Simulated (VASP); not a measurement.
Wanted: the native input for a VASP 6.6.1 run.

- Task: single point
- Functional: PBEsol
- Potentials or basis: VASP PAW PBE potentials, release 64 (Se, Ti_sv)
- Cutoff: 520 eV
- k mesh: 10 × 10 × 4
- Occupations: fermi-dirac, width 0.05 eV
- Spin: no spin polarisation
- Dipole correction: no
- Further INCAR settings: ALGO = Normal; EDIFF = 1e-06; NBANDS = 29

The structure of Ti3Se lies in POSCAR:

```
Ti3Se
1.0
    3.0662314330      0.0000000000      0.0000000000
   -1.5331157165      2.6554343148      0.0000000000
    0.0000000000      0.0000000000      7.7127070707
Se Ti
1 3
Direct
    0.0000000000      0.0000000000      0.0000000000
    0.6666666667      0.3333333333      0.5000000000
    0.3333333333      0.6666666667      0.7702197425
    0.3333333333      0.6666666667      0.2297802575
```

One way to write it, as run:

INCAR

```
PREC = Accurate ; ENCUT = 520
EDIFF = 1E-6 ; ISMEAR = -1
SIGMA = 0.05 ; LREAL = False
LASPH = True ; NELM = 80
ALGO = Normal ; ISIF = 2
LWAVE = False ; LCHARG = False
GGA = PS ; NBANDS = 29
```

KPOINTS

```
Automatic mesh
0
Gamma
  10 10 4
```

Potentials or basis: VASP PAW PBE potentials, release 64 (Se, Ti_sv).

Run with:

```console
$ cat potpaw_PBE.64/Se/POTCAR potpaw_PBE.64/Ti_sv/POTCAR > POTCAR
$ mpirun -np 1 vasp_std > vasp.out
```

It gave:

```json
{
  "Pressure": "10.1 GPa",
  "Largest force": "0.041 eV/Å",
  "Band gap on the k mesh": "zero (band 21 reaches 9.61 eV, above the bottom of band 22 at 9.00 eV)"
}
```

Caveat: the PAW data sets were made with another functional, which shifts forces and pressure a little.

It took 77 s on 1 thread of Intel(R) Xeon(R) 6975P-C (Granite Rapids), with other jobs on the host, peak memory 0.2 GiB.
